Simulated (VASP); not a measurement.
Crystal: SiO2 (Stishovite).

```
CELL_PARAMETERS angstrom
4.17730 0.00000 0.00000
0.00000 4.17730 0.00000
0.00000 0.00000 2.66520
ATOMIC_POSITIONS crystal
Si 0.00000 0.00000 0.00000
Si 0.50000 0.50000 0.50000
O 0.30590 0.30590 0.00000
O 0.19410 0.80590 0.50000
O 0.69410 0.69410 0.00000
O 0.80590 0.19410 0.50000
```

Base run:

```yaml
Program: VASP 6.6.1
Functional: revPBE
Potentials_or_basis: VASP PAW PBE potentials, release 64 (Si, O)
Cutoff: 520 eV
k_mesh: 4 × 4 × 6
Occupations: gaussian, width 0.01 eV
Spin: no spin polarisation
```

Its results: band gap on the k mesh 5.69 eV, direct; pressure 15.1 GPa; largest force 0.125 eV/Å.

The run is repeated on the same cell with these changes: functional from revPBE to LDA; potentials or basis from VASP PAW PBE potentials, release 64 (Si, O) to VASP PAW LDA potentials, release 64 (Si, O). What comes out?

Band gap on the k mesh 5.62 eV, direct; pressure -2.6 GPa; largest force 0.004 eV/Å.

Caveats: the PAW data sets were made with another functional, which shifts forces and pressure a little (some runs).

